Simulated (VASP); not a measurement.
# LiH (Fm-3m) in VASP: notebook, part 2 of 2

VASP 6.6.1. Earlier steps stand in the parts before.

### Step 3. Relaxation of cell and atoms, PBE

This run uses another cell than the first one, of 8.40 Å³/atom, 1.044 times its volume.

Contents of INCAR:

```
SYSTEM = LiH
  PREC = Accurate
  ENCUT = 600
  EDIFF = 1E-6
  ISMEAR = 0
  SIGMA = 0.02
  LREAL = .FALSE.
  LASPH = .TRUE.
  NELM = 100
  ALGO = Normal
  ISIF = 3
  LWAVE = .FALSE.
  LCHARG = .FALSE.
  GGA = PE
  IBRION = 2
  NSW = 100
  EDIFFG = -0.005
```

Contents of KPOINTS:

```
regular mesh
0
G
  10 10 10
  0 0 0
```

Contents of POSCAR:

```
LiH
1.0
    0.0000000000      2.0325000000      2.0325000000
    2.0325000000      0.0000000000      2.0325000000
    2.0325000000      2.0325000000      0.0000000000
Li H
1 1
Direct
    0.0000000000      0.0000000000      0.0000000000
    0.5000000000      0.5000000000      0.5000000000
```

Potentials or basis: VASP PAW PBE potentials, release 64 (Li_sv, H).

The run is started by

```sh
$ cat potpaw_PBE.64/Li_sv/POTCAR potpaw_PBE.64/H/POTCAR > POTCAR
$ mpirun -np 1 vasp_std > vasp.out
```

OUTCAR:

```text
SYSTEM = LiH
   PREC = Accurate
   ENCUT = 600
   EDIFF = 1E-6
   ISMEAR = 0
   LREAL = .FALSE.
   LASPH = .TRUE.
   NELM = 100
   ISIF = 3
   GGA = PE
   IBRION = 2
   NSW = 100
   EDIFFG = -0.005

 ion  position               nearest neighbor table
   1  0.000  0.000  0.000-
   2  0.500  0.500  0.500-

  LATTYP: Found a face centered cubic cell.
 ALAT       =     4.0650000000

  Lattice vectors:

 A1 = (   0.0000000000,   2.0325000000,   2.0325000000)
 A2 = (   2.0325000000,   0.0000000000,   2.0325000000)
 A3 = (   2.0325000000,   2.0325000000,   0.0000000000)

Analysis of symmetry for initial positions (statically):
=====================================================================
 Subroutine PRICEL returns:
 Original cell was already a primitive cell.

 Routine SETGRP: Setting up the symmetry group for a
 face centered cubic supercell.

 Subroutine GETGRP returns: Found 48 space group operations
 (whereof 48 operations were pure point group operations)
 out of a pool of 48 trial point group operations.

The static configuration has the point symmetry O_h .

Analysis of symmetry for dynamics (positions and initial velocities):
=====================================================================
 Subroutine PRICEL returns:
 Original cell was already a primitive cell.

 Routine SETGRP: Setting up the symmetry group for a
 face centered cubic supercell.

 Subroutine GETGRP returns: Found 48 space group operations
 (whereof 48 operations were pure point group operations)
 out of a pool of 48 trial point group operations.

The dynamic configuration has the point symmetry O_h .

 Subroutine INISYM returns: Found 48 space group operations
 (whereof 48 operations are pure point group operations),
 and found     1 'primitive' translations
[... 117 lines left out ...]
  Fermi-wavevector in a.u.,A,eV,Ry     =   1.014817  1.917726 14.012000  1.029853
  Thomas-Fermi vector in A             =   2.148066
   LORBIT       =      0    0 simple, 1 ext, 2 COOP (PROOUT), +10 PAW based schemes
   GGA     = PE    functional components
   LHFCALC =     F    Hartree Fock is set to
   AEXX    =    0.0000 exact exchange contribution
   IVDW    =     0    specifies the selected vdW correction
   LEPSILON=     F    determine dielectric tensor
   LRPA    =     F    only Hartree local field effects (RPA)
 conjugate gradient relaxation of ions
 non-spin polarized calculation
 Gauss-broadening in eV      SIGMA  =   0.02
  energy-cutoff  :      600.00
  volume of cell :       16.79
 maximum number of plane-waves:       571
   NGX = 11   NGY = 11   NGZ = 11

--------------------------------------- Ionic step        1  -------------------------------------------

 number of electron       3.9999998 magnetization

 Free energy of the ion-electron system (eV)
  ---------------------------------------------------
  ext. energy  EPLUGINS =         0.00000000
  ---------------------------------------------------
  free energy    TOTEN  =        -6.12386148 eV

  energy without entropy =       -6.12386148  energy(sigma->0) =       -6.12386148

------------------------ aborting loop because EDIFF is reached ----------------------------------------

  FORCE on cell =-STRESS in cart. coord.  units (eV):
  Direction    XX          YY          ZZ          XY          YZ          ZX
  --------------------------------------------------------------------------------------
  -------------------------------------------------------------------------------------
  Total       -0.1742847     -0.1742847     -0.1742847      0.0000000      0.0000000     -0.0000000
  in kB      -16.6283090    -16.6283090    -16.6283090      0.0000000      0.0000000     -0.0000000
  external PRESSURE =     -16.6283090 kB  Pullay stress =       0.0000000 kB
[... 59 lines left out ...]
--------------------------------------- Ionic step        3  -------------------------------------------

 number of electron       3.9999996 magnetization

 Free energy of the ion-electron system (eV)
  ---------------------------------------------------
  ext. energy  EPLUGINS =         0.00000000
  ---------------------------------------------------
  free energy    TOTEN  =        -6.12826008 eV

  energy without entropy =       -6.12826008  energy(sigma->0) =       -6.12826008

 E-fermi :   0.3542     XC(G=0):  -8.5413

 val. band max:        0.1317769086   @ k =   0.5000   0.5000   0.0000
 cond. band min:       3.1045879444   @ k =   0.5000   0.5000   0.0000
 fundamental gap:      2.9728110359
 Fermi energy:         0.3542405277

 k-point     1 :       0.0000    0.0000    0.0000
  band No.  band energies     occupation
      1     -44.1464      2.00000
      2      -5.3349      2.00000
      3      16.3322      0.00000
      4      18.1136      0.00000
      5      18.1136      0.00000
      6      18.1136      0.00000
[... 199 lines left out ...]
 k-point    24 :       0.4000    0.3000    0.0000
  band No.  band energies     occupation
      1     -44.0961      2.00000
      2      -2.2048      2.00000
      3       6.8465      0.00000
      4      10.6486      0.00000
      5      11.9821      0.00000
      6      16.4415      0.00000

 [... further k-points ...]
[... 5 lines left out ...]
  --------------------------------------------------------------------------------------
  -------------------------------------------------------------------------------------
  Total        0.0030254      0.0030254      0.0030254     -0.0000000      0.0000000      0.0000000
  in kB        0.3037164      0.3037164      0.3037164     -0.0000000      0.0000000      0.0000000
  external PRESSURE =       0.3037164 kB  Pullay stress =       0.0000000 kB
[... 17 lines left out ...]
  FREE ENERGIE OF THE ION-ELECTRON SYSTEM (eV)
  ---------------------------------------------------
  free  energy   TOTEN  =        -6.1282600819 eV

  energy  without entropy=       -6.1282600819  energy(sigma->0) =       -6.12826008

 reached required accuracy - stopping structural energy minimisation
```

It took 6.7 s on 1 thread of AMD EPYC 9R45 (Zen 5), shared host; peak memory 0.1 GiB.

What came out:

- Free energy: -6.1283 eV
- Relaxed volume: 7.98 Å³/atom
- Relaxed cell: a = 2.826 Å, b = 2.826 Å, c = 2.826 Å, α = 60.00°, β = 60.00°, γ = 60.00°
- Space group after relaxing (to 0.05 Å): Fm-3m (No. 225)
- Energy gained by relaxing: 2.2 meV/atom
- Ionic steps: 3
- Pressure after relaxing: 0.0 GPa
- Band gap on the k mesh: 2.97 eV, direct

The path:
```tsv
step	energy change (eV)	largest force (eV/Å)	pressure (GPa)	volume (Å³)
1	0.0000	0.0000	-1.66	16.79
2	-0.0019	0.0000	-1.27	16.58
3	-0.0044	0.0000	0.03	15.96
```

Final structure:
```yaml
crystal:
  lattice:
    - [0.00000, 1.99832, 1.99832]
    - [1.99832, 0.00000, 1.99832]
    - [1.99832, 1.99832, 0.00000]
  atoms:
    - { symbol: Li, position: [0.00000, 0.00000, 0.00000] }
    - { symbol: H, position: [0.50000, 0.50000, 0.50000] }
```

Caveat: the cutoff is under 1.25 times the usual one of these potentials, so pressure, stress and relaxed cells hold a basis-set (Pulay) error. A k mesh can miss the band edges.
